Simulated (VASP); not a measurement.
Crystal: Be.

```
Be
1.0
     2.30043    0.00000    0.00000
    -1.15022    1.99224    0.00000
     0.00000    0.00000    3.60794
Be
2
Direct
  0.66667 0.33333 0.75000
  0.33333 0.66667 0.25000
```

Base run:

| Property | Result |
| --- | --- |
| Program | VASP 6.6.1 |
| Functional | PBEsol |
| Potentials or basis | VASP PAW PBE potentials, release 64 (Be) |
| Cutoff | 520 eV |
| k mesh | 13 × 13 × 8 |
| Occupations | fermi-dirac, width 0.05 eV |
| Spin | no spin polarisation |

Its results: band gap on the k mesh zero (bands 2 and 3 overlap by 1.60 eV); pressure -5.7 GPa.

The run is repeated on the same cell with these changes: functional from PBEsol to r2SCAN. What comes out?

Band gap on the k mesh zero (bands 2 and 3 overlap by 1.73 eV); pressure -4.9 GPa.

Caveats: the cell stands under tension; the PAW data sets were made with another functional, which shifts forces and pressure a little.
